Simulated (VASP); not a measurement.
# In (P6/mmm) in VASP: further runs

Runs on In. Level: PBE. Tasks: single point.

Everything below comes from runs of VASP 6.6.1. Logs are shortened: lines on timing, memory, paths and dates and some standing lists are left out, and cuts for length are marked.

**1. The cell of the first run**

Symmetry: P6/mmm, No. 191, hexagonal system. Conventional cell: a = 4.820 Å, b = 4.820 Å, c = 2.916 Å, α = 90.00°, β = 90.00°, γ = 120.00°. In (site symmetry 6/mmm) has 14 In at 2.92 to 3.14 Å within 3.8 Å. In (site symmetry -6m2) has 11 In at 2.78 to 3.14 Å within 3.7 Å.

**2. Single point, PBE**

INCAR

```
SYSTEM = In
  PREC = Accurate
  ENCUT = 520
  EDIFF = 1E-7
  ISMEAR = -1
  SIGMA = 0.1
  LREAL = .False.
  LASPH = .True.
  NELM = 60
  ALGO = Normal
  ISIF = 2
  LWAVE = .False.
  LCHARG = .False.
  GGA = PE
  NBANDS = 26
```

KPOINTS

```
Automatic mesh
0
Gamma
  8 8 10
  0 0 0
```

POSCAR

```
In
1.0
    4.8202659976      0.0000000000      0.0000000000
   -2.4101329988      4.1744728069      0.0000000000
    0.0000000000      0.0000000000      2.9160254467
In
3
Direct
    0.0000000000      0.0000000000      0.0000000000
    0.3333333333      0.6666666667      0.5000000000
    0.6666666667      0.3333333333      0.5000000000
```

Potentials or basis: VASP PAW PBE potentials, release 64 (In_d).

On the command line:

```bash
$ cat potpaw_PBE.64/In_d/POTCAR > POTCAR
$ mpirun -np 1 vasp_std > vasp.out
```

OUTCAR:

```text
SYSTEM = In
   PREC = Accurate
   ENCUT = 520
   EDIFF = 1E-7
   ISMEAR = -1
   LREAL = .False.
   LASPH = .True.
   NELM = 60
   ISIF = 2
   GGA = PE

 ion  position               nearest neighbor table
   1  0.000  0.000  0.000-   2 3.14   3 3.14   2 3.14   3 3.14   2 3.14   2 3.14   3 3.14   3 3.14
                             3 3.14   3 3.14   2 3.14   2 3.14
   2  0.333  0.667  0.500-   3 2.78   3 2.78   3 2.78   1 3.14   1 3.14   1 3.14   1 3.14   1 3.14
                             1 3.14
   3  0.667  0.333  0.500-   2 2.78   2 2.78   2 2.78   1 3.14   1 3.14   1 3.14   1 3.14   1 3.14
                             1 3.14

  LATTYP: Found a hexagonal cell.
 ALAT       =     4.8202659976
 C/A-ratio  =     0.6049511475

  Lattice vectors:

 A1 = (   4.8202659976,   0.0000000000,   0.0000000000)
 A2 = (  -2.4101329988,   4.1744728069,   0.0000000000)
 A3 = (   0.0000000000,   0.0000000000,   2.9160254467)

Analysis of symmetry for initial positions (statically):
=====================================================================
 Subroutine PRICEL returns:
 Original cell was already a primitive cell.

 Routine SETGRP: Setting up the symmetry group for a
 hexagonal supercell.

 Subroutine GETGRP returns: Found 24 space group operations
 (whereof 24 operations were pure point group operations)
 out of a pool of 24 trial point group operations.

The static configuration has the point symmetry D_6h.

Analysis of symmetry for dynamics (positions and initial velocities):
=====================================================================
 Subroutine PRICEL returns:
 Original cell was already a primitive cell.

 Routine SETGRP: Setting up the symmetry group for a
 hexagonal supercell.

 Subroutine GETGRP returns: Found 24 space group operations
 (whereof 24 operations were pure point group operations)
 out of a pool of 24 trial point group operations.

The dynamic configuration has the point symmetry D_6h.

 Subroutine INISYM returns: Found 24 space group operations
 (whereof 24 operations are pure point group operations),
 and found     1 'primitive' translations

----------------------------------------------------------------------------------------

                                     Primitive cell

  volume of cell :      58.6765

  direct lattice vectors                    reciprocal lattice vectors
     4.820265998  0.000000000  0.000000000     0.207457431  0.119775604  0.000000000
    -2.410132999  4.174472807  0.000000000     0.000000000  0.239551207  0.000000000
     0.000000000  0.000000000  2.916025447     0.000000000  0.000000000  0.342932535

  length of vectors
     4.820265998  4.820265998  2.916025447     0.239551207  0.239551207  0.342932535

  position of ions in fractional coordinates (direct lattice)
     0.000000000  0.000000000  0.000000000
     0.333333333  0.666666667  0.500000000
     0.666666667  0.333333333  0.500000000

  ion indices of the primitive-cell ions
   primitive index   ion index
                 1           1
                 2           2
                 3           3

----------------------------------------------------------------------------------------

 KPOINTS: Automatic mesh

Automatic generation of k-mesh.
 Grid dimensions read from file:
 generate k-points for:    8    8   10

 Generating k-lattice:

  Cartesian coordinates                     Fractional coordinates (reciprocal lattice)
     0.025932179  0.014971950  0.000000000     0.125000000  0.000000000  0.000000000
     0.000000000  0.029943901  0.000000000     0.000000000  0.125000000  0.000000000
     0.000000000  0.000000000  0.034293254     0.000000000  0.000000000  0.100000000

  Length of vectors
     0.029943901  0.029943901  0.034293254

  Shift w.r.t. Gamma in fractional coordinates (k-lattice)
     0.000000000  0.000000000  0.000000000

 Subroutine IBZKPT returns following result:
 ===========================================

 Found     60 irreducible k-points:

 Following reciprocal coordinates:
            Coordinates               Weight
  0.000000  0.000000  0.000000      1.000000
  0.125000 -0.000000  0.000000      6.000000
  0.250000 -0.000000  0.000000      6.000000
  0.375000 -0.000000  0.000000      6.000000
  0.500000 -0.000000  0.000000      3.000000
  0.125000  0.125000  0.000000      6.000000
[... 16 lines left out ...]
  0.250000 -0.000000  0.200000     12.000000
  0.375000 -0.000000  0.200000     12.000000
 [... further k-points ...]
   k-points           NKPTS =     60   k-points in BZ     NKDIM =     60   number of bands    NBANDS=     26
   number of dos      NEDOS =    301   number of ions     NIONS =      3
   total plane-waves  NPLWV =  31104
   dimension x,y,z NGX =    36 NGY =   36 NGZ =   24
   dimension x,y,z NGXF=    72 NGYF=   72 NGZF=   48
   ions per type =               3
   NGX,Y,Z   is equivalent  to a cutoff of  12.42, 12.42, 13.68 a.u.
   NGXF,Y,Z  is equivalent  to a cutoff of  24.83, 24.83, 27.37 a.u.
 SYSTEM =  In
   PREC   = accura    normal or accurate (medium, high low for compatibility)
   ISTART =      0    job   : 0-new  1-cont  2-samecut
   ICHARG =      2    charge: 1-file 2-atom 10-const
   ISPIN  =      1    spin polarized calculation?
   LNONCOLLINEAR =      F non collinear calculations
   LSORBIT =      F    spin-orbit coupling
   LASPH  =      T    aspherical Exc in radial PAW
   ENCUT  =  520.0 eV  38.22 Ry    6.18 a.u.   8.96  8.96  5.42*2*pi/ulx,y,z
   NELM   =     60;   NELMIN=  2; NELMDL= -5     # of ELM steps
   EDIFF  = 0.1E-06   stopping-criterion for ELM
   LREAL  =      F    real-space projection
   EDIFFG = 0.1E-05   stopping-criterion for IOM
   NSW    =      0    number of steps for IOM
   IBRION =     -1    ionic relax: 0-MD 1-quasi-New 2-CG
   NFREE  =      0    steps in history (QN), initial steepest desc. (CG)
   ISIF   =      2    stress and relaxation
   ISYM   =      2    0-nonsym 1-usesym 2-fastsym
   POTIM  = 0.5000    time-step for ionic-motion
   TEBEG  =    0.0;   TEEND  =   0.0 temperature during run
   PSTRESS=    0.0 pullay stress
   NELECT =      39.0000    total number of electrons
   NUPDOWN=      -1.0000    fix difference up-down
   EMIN   =  10.00;   EMAX   =-10.00  energy-range for DOS
   EFERMI =   0.00;   METHOD = LEGACY
   ISMEAR =    -1;   SIGMA  =   0.10  broadening in eV -4-tet -1-fermi 0-gaus
   EFERMI_NEDOS =   21; number of points for ismear=-14 and -15
   IALGO  =     38    algorithm
   IMIX   =      4    mixing-type and parameters
     AMIX     =   0.40;   BMIX     =  1.00
     AMIX_MAG =   1.60;   BMIX_MAG =  1.00
  volume/ion in A,a.u.               =      19.56       131.99
  Fermi-wavevector in a.u.,A,eV,Ry     =   1.428702  2.699856 27.772076  2.041190
  Thomas-Fermi vector in A             =   2.548735
   LORBIT       =      0    0 simple, 1 ext, 2 COOP (PROOUT), +10 PAW based schemes
   GGA     = PE    functional components
   LHFCALC =     F    Hartree Fock is set to
   AEXX    =    0.0000 exact exchange contribution
   IVDW    =     0    specifies the selected vdW correction
   LEPSILON=     F    determine dielectric tensor
   LRPA    =     F    only Hartree local field effects (RPA)
 non-spin polarized calculation
  energy-cutoff  :      520.00
  volume of cell :       58.68
 maximum number of plane-waves:      1601
 NGX is ok and might be reduce to    36

 number of electron      38.9999975 magnetization

 Free energy of the ion-electron system (eV)
  ---------------------------------------------------
  ext. energy  EPLUGINS =         0.00000000
  ---------------------------------------------------
  free energy    TOTEN  =        -5.95913757 eV

  energy without entropy =       -5.91397512  energy(sigma->0) =       -5.93655635

 E-fermi :  11.4744     XC(G=0): -11.7117

 val. band max:       11.4733907627   @ k =   0.3750  -0.0000   0.5000
 cond. band min:      11.4795136306   @ k =   0.1250  -0.0000   0.5000
 fundamental gap:      0.0061228679
 Fermi energy:        11.4744104345

 k-point     1 :       0.0000    0.0000    0.0000
  band No.  band energies     occupation
      1      -4.3369      2.00000
      2      -3.8875      2.00000
      3      -3.8333      2.00000
      4      -3.7929      2.00000
      5      -3.7929      2.00000
      6      -3.5697      2.00000
[... 18 lines left out ...]
     25      24.9111      0.00000
     26      25.4207      0.00000

 k-point     2 :       0.1250   -0.0000    0.0000
  band No.  band energies     occupation
      1      -4.3183      2.00000
      2      -3.9189      2.00000
      3      -3.8915      2.00000
      4      -3.8599      2.00000
      5      -3.7950      2.00000
      6      -3.6173      2.00000
[... 18 lines left out ...]
     25      23.8002      0.00000
     26      24.0347      0.00000

 k-point     3 :       0.2500   -0.0000    0.0000
  band No.  band energies     occupation
      1      -4.2687      2.00000
      2      -4.0481      2.00000
      3      -3.9570      2.00000
      4      -3.9343      2.00000
      5      -3.8329      2.00000
      6      -3.6479      2.00000
[... 18 lines left out ...]
     25      21.5230      0.00000
     26      21.9974      0.00000

 k-point     4 :       0.3750   -0.0000    0.0000
  band No.  band energies     occupation
      1      -4.2120      2.00000
      2      -4.1503      2.00000
      3      -4.0200      2.00000
      4      -3.9909      2.00000
      5      -3.8560      2.00000
      6      -3.6723      2.00000
[... 18 lines left out ...]
     25      19.1759      0.00000
     26      21.8030      0.00000

 k-point     5 :       0.5000   -0.0000    0.0000
  band No.  band energies     occupation
      1      -4.2175      2.00000
      2      -4.1446      2.00000
      3      -4.0409      2.00000
      4      -4.0291      2.00000
      5      -3.8636      2.00000
      6      -3.6822      2.00000
[... 18 lines left out ...]
     25      20.2932      0.00000
     26      20.3093      0.00000

 k-point     6 :       0.1250    0.1250    0.0000
  band No.  band energies     occupation
      1      -4.2843      2.00000
      2      -3.9956      2.00000
      3      -3.9758      2.00000
      4      -3.8917      2.00000
      5      -3.8223      2.00000
      6      -3.6621      2.00000
[... 427 lines left out ...]
 k-point    21 :       0.0000    0.0000    0.2000
  band No.  band energies     occupation
      1      -4.0799      2.00000
      2      -3.8486      2.00000
      3      -3.8486      2.00000
      4      -3.7675      2.00000
      5      -3.7675      2.00000
      6      -3.7664      2.00000
[... 18 lines left out ...]
     25      21.6469      0.00000
     26      21.6568      0.00000

 k-point    22 :       0.1250   -0.0000    0.2000
  band No.  band energies     occupation
      1      -4.0800      2.00000
      2      -3.9121      2.00000
      3      -3.9101      2.00000
      4      -3.8052      2.00000
      5      -3.7890      2.00000
      6      -3.6858      2.00000
[... 18 lines left out ...]
     25      20.6102      0.00000
     26      20.9066      0.00000

 k-point    23 :       0.2500   -0.0000    0.2000
  band No.  band energies     occupation
      1      -4.0950      2.00000
      2      -3.9931      2.00000
      3      -3.9613      2.00000
      4      -3.8003      2.00000
      5      -3.7705      2.00000
      6      -3.6677      2.00000
[... 18 lines left out ...]
     25      19.8328      0.00000
     26      20.2368      0.00000

 k-point    24 :       0.3750   -0.0000    0.2000
  band No.  band energies     occupation
      1      -4.1238      2.00000
      2      -4.0440      2.00000
      3      -3.9655      2.00000
      4      -3.7903      2.00000
      5      -3.7783      2.00000
      6      -3.6315      2.00000
[... 18 lines left out ...]
     25      19.2070      0.00000
     26      19.4147      0.00000

 [... further k-points ...]
[... 5 lines left out ...]
  --------------------------------------------------------------------------------------
  -------------------------------------------------------------------------------------
  Total       11.2348359     11.2348359     11.1796034      0.0000000      0.0000000      0.0000000
  in kB      306.7703373    306.7703373    305.2621989      0.0000000      0.0000000      0.0000000
  external PRESSURE =     306.2676245 kB  Pullay stress =       0.0000000 kB

 VOLUME and BASIS-vectors are now :
 -----------------------------------------------------------------------------
  energy-cutoff  :      520.00
  volume of cell :       58.68
      direct lattice vectors                 reciprocal lattice vectors
     4.820265998  0.000000000  0.000000000     0.207457431  0.119775604  0.000000000
    -2.410132999  4.174472807  0.000000000     0.000000000  0.239551207  0.000000000
     0.000000000  0.000000000  2.916025447     0.000000000  0.000000000  0.342932535

 POSITION                                       TOTAL-FORCE (eV/Angst)
 -----------------------------------------------------------------------------------
      0.00000      0.00000      0.00000        -0.000000      0.000000     -0.000000
     -0.00000      2.78298      1.45801         0.000000      0.000000      0.000000
      2.41013      1.39149      1.45801        -0.000000      0.000000     -0.000000
 -----------------------------------------------------------------------------------
    total drift:                                0.000000      0.000000     -0.000000

  FREE ENERGIE OF THE ION-ELECTRON SYSTEM (eV)
  ---------------------------------------------------
  free  energy   TOTEN  =        -5.9591375712 eV

  energy  without entropy=       -5.9139751237  energy(sigma->0) =       -5.93655635
```

Wall time 43 s (1 thread of Intel Xeon 6975P-C (Granite Rapids), shared host); peak memory 0.21 GiB.

Results:

* Free energy: -5.9591 eV
* Pressure: 30.6 GPa

Caveat: spin-orbit coupling is left out, which moves the levels of the heavy elements.

**3. Single point, PBE**

INCAR

```
PREC     = Accurate       # precision mode
ENCUT    = 520            # plane-wave cutoff, eV
EDIFF    = 1E-6           # SCF threshold, eV
ISMEAR   = -1             # smearing method
SIGMA    = 0.1            # smearing width, eV
LREAL    = F              # projectors in reciprocal space
LASPH    = T              # aspherical terms in the spheres
NELM     = 100            # most SCF steps
ALGO     = Normal         # electronic algorithm
ISIF     = 2              # what is computed and relaxed
LWAVE    = F              # write WAVECAR
LCHARG   = F              # write CHGCAR
GGA      = PE             # functional
NBANDS   = 26             # bands
```

KPOINTS

```
Automatic mesh
0
Gamma
  8 8 10
```

POSCAR is that of step 2.

Potentials or basis: VASP PAW PBE potentials, release 64 (In_d).

On the command line:

```bash
$ cat potpaw_PBE.64/In_d/POTCAR > POTCAR
$ mpirun -np 1 vasp_std > vasp.out
```

Wall time 43 s (1 thread of Intel Xeon 6975P-C (Granite Rapids), shared host); peak memory 0.21 GiB.

It converged, with:

```yaml
Free_energy: -5.9591 eV
Pressure: 30.6 GPa
```

Stress tensor (GPa, compression positive):
```
30.68  0.00  0.00
 0.00 30.68  0.00
 0.00  0.00 30.53
```

Levels at points of the mesh, in eV from the Fermi level:
| k point | band 15 | band 16 | band 17 | band 18 | band 19 | band 20 | band 21 | band 22 | band 23 | band 24 |
| --- | --- | --- | --- | --- | --- | --- | --- | --- | --- | --- |
| (0.00, 0.00, 0.00) | -14.55 | -11.97 | -2.46 | -2.23 | -1.75 | -1.75 | -1.70 | -1.70 | 5.87 | 10.31 |
| (0.50, 0.00, 0.00) | -14.51 | -9.46 | -9.45 | -4.73 | -4.06 | 4.72 | 4.77 | 5.46 | 5.47 | 7.55 |
| (0.00, 0.00, 0.50) | -14.36 | -7.02 | -6.43 | 1.24 | 1.24 | 1.24 | 1.42 | 2.54 | 2.57 | 2.57 |
| (0.50, 0.00, 0.50) | -14.44 | -4.99 | -4.44 | -4.09 | -3.65 | -0.14 | 0.05 | 0.27 | 1.81 | 7.83 |

Caveat: spin-orbit coupling is left out, which moves the levels of the heavy elements.

**4. Single point, PBE**

This run uses another cell than the first one, of 25.15 Å³/atom, 1.286 times its volume.

INCAR

```
SYSTEM = In
  ALGO = Normal
  EDIFF = 1E-6
  ENCUT = 520
  GGA = PE
  ISIF = 2
  ISMEAR = -1
  LASPH = .True.
  LCHARG = .True.
  LELF = .True.
  LREAL = .False.
  LVHAR = .True.
  LWAVE = .False.
  NBANDS = 26
  NELM = 60
  PREC = Accurate
  SIGMA = 0.1
```

KPOINTS

```
k-points
0
Gamma
  8 8 10
  0 0 0
```

POSCAR

```
In
1.0
    5.2234020650      0.0000000000      0.0000000000
   -2.6117010325      4.5235988825      0.0000000000
    0.0000000000      0.0000000000      3.1927938294
In
3
Direct
    0.0000000000      0.0000000000      0.0000000000
    0.3333333333      0.6666666667      0.5000000000
    0.6666666667      0.3333333333      0.5000000000
```

Potentials or basis: VASP PAW PBE potentials, release 64 (In_d).

On the command line:

```bash
$ cat potpaw_PBE.64/In_d/POTCAR > POTCAR
$ mpirun -np 1 vasp_std > vasp.out
```

OUTCAR:

```text
SYSTEM = In
   EDIFF = 1E-6
   ENCUT = 520
   GGA = PE
   ISIF = 2
   ISMEAR = -1
   LASPH = .True.
   LREAL = .False.
   NELM = 60
   PREC = Accurate

 ion  position               nearest neighbor table
   1  0.000  0.000  0.000-   2 3.41   3 3.41   2 3.41   3 3.41   3 3.41   3 3.41   2 3.41   2 3.41
                             3 3.41   3 3.41   2 3.41   2 3.41
   2  0.333  0.667  0.500-   3 3.02   3 3.02   3 3.02   1 3.41   1 3.41   1 3.41   1 3.41   1 3.41
                             1 3.41
   3  0.667  0.333  0.500-   2 3.02   2 3.02   2 3.02   1 3.41   1 3.41   1 3.41   1 3.41   1 3.41
                             1 3.41

  LATTYP: Found a hexagonal cell.
[... 894 lines left out ...]
  --------------------------------------------------------------------------------------
  -------------------------------------------------------------------------------------
  Total        2.1851530      2.1851530      2.1862338      0.0000000      0.0000000      0.0000000
  in kB       46.4070560     46.4070560     46.4300097      0.0000000      0.0000000      0.0000000
  external PRESSURE =      46.4147072 kB  Pullay stress =       0.0000000 kB

 VOLUME and BASIS-vectors are now :
 -----------------------------------------------------------------------------
  energy-cutoff  :      520.00
  volume of cell :       75.44
      direct lattice vectors                 reciprocal lattice vectors
     5.223402065  0.000000000  0.000000000     0.191446109  0.110531462  0.000000000
    -2.611701033  4.523598882  0.000000000     0.000000000  0.221062925  0.000000000
     0.000000000  0.000000000  3.192793829     0.000000000  0.000000000  0.313205316

 POSITION                                       TOTAL-FORCE (eV/Angst)
 -----------------------------------------------------------------------------------
      0.00000      0.00000      0.00000        -0.000000      0.000000      0.000000
     -0.00000      3.01573      1.59640        -0.000000      0.000000      0.000000
      2.61170      1.50787      1.59640         0.000000      0.000000      0.000000
 -----------------------------------------------------------------------------------
    total drift:                               -0.000000      0.000000      0.000000

  FREE ENERGIE OF THE ION-ELECTRON SYSTEM (eV)
  ---------------------------------------------------
  free  energy   TOTEN  =        -7.5234573167 eV

  energy  without entropy=       -7.4761734615  energy(sigma->0) =       -7.49981539
```

stdout:

```text
POSCAR found type information on POSCAR In
 POSCAR found :  1 types and       3 ions
 scaLAPACK will be used
 LDA part: xc-table for (Slater+PW92), standard interpolation
 POSCAR, INCAR and KPOINTS ok, starting setup
 FFT: planning ... GRIDC
 FFT: planning ... GRID_SOFT
 FFT: planning ... GRID
 WAVECAR not read
 entering main loop
```

Run time: 47 s. Hardware: 1 thread of Intel Xeon 6975P-C (Granite Rapids), shared host; peak memory 0.23 GiB.

What came out:

```
Free energy : -7.5235 eV
Pressure    : 4.6 GPa
```

Caveat: spin-orbit coupling is left out, which moves the levels of the heavy elements.

[end of part 1 of 2]
